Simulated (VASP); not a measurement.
Here is a VASP 6.6.1 calculation.

Contents of INCAR:

```
ALGO = Normal
EDIFF = 1E-7
ENCUT = 520
GGA = PS
ISIF = 2
ISMEAR = 0
LASPH = T
LCHARG = T
LELF = T
LREAL = F
LVHAR = T
LWAVE = F
NBANDS = 35
NELM = 60
PREC = Accurate
SIGMA = 0.05
```

KPOINTS

```
k-points
0
Gamma
  12 12 2
```

Contents of POSCAR:

```
WS2
1.0
    3.1462408358      0.0000000000     -0.2202368585
   -1.5731204179      2.7247244902     -0.0806122851
   -0.8887658288     -0.8887658288     12.6966546967
W S
2 4
Direct
    0.1195850267      0.4819215356      0.2528897736
    0.8804149733      0.5180784644      0.7471102264
    0.4362285294      0.7701870168      0.6221403925
    0.3432896309      0.0675363109      0.1279981307
    0.6567103691      0.9324636891      0.8720018693
    0.5637714706      0.2298129832      0.3778596075
```

Potentials or basis: VASP PAW PBE potentials, release 64 (W_sv, S).

Run with:

```console
$ cat potpaw_PBE.64/W_sv/POTCAR potpaw_PBE.64/S/POTCAR > POTCAR
$ mpirun -np 1 vasp_std > vasp.out
```

**Question.** What does it give for the pressure?

**Answer.** 0.0 GPa.

**Question.** Estimate the band gap on the k mesh.

**Answer.** 1.04 eV (least direct gap 1.84 eV).

Forces in eV/Å, atoms in the order of the input:
```
W    0.000 -0.001  0.001
W    0.000  0.001 -0.001
S   -0.001 -0.003 -0.022
S   -0.001 -0.002 -0.020
S    0.001  0.002  0.020
S    0.001  0.003  0.022
```

Caveat: the cell differs from its parent crystal (engineering shear strain xz -0.1400, engineering shear strain yz -0.1400); the PAW data sets were made with another functional, which shifts forces and pressure a little; spin-orbit coupling is left out, which moves the levels of the heavy elements. A k mesh can miss the band edges.
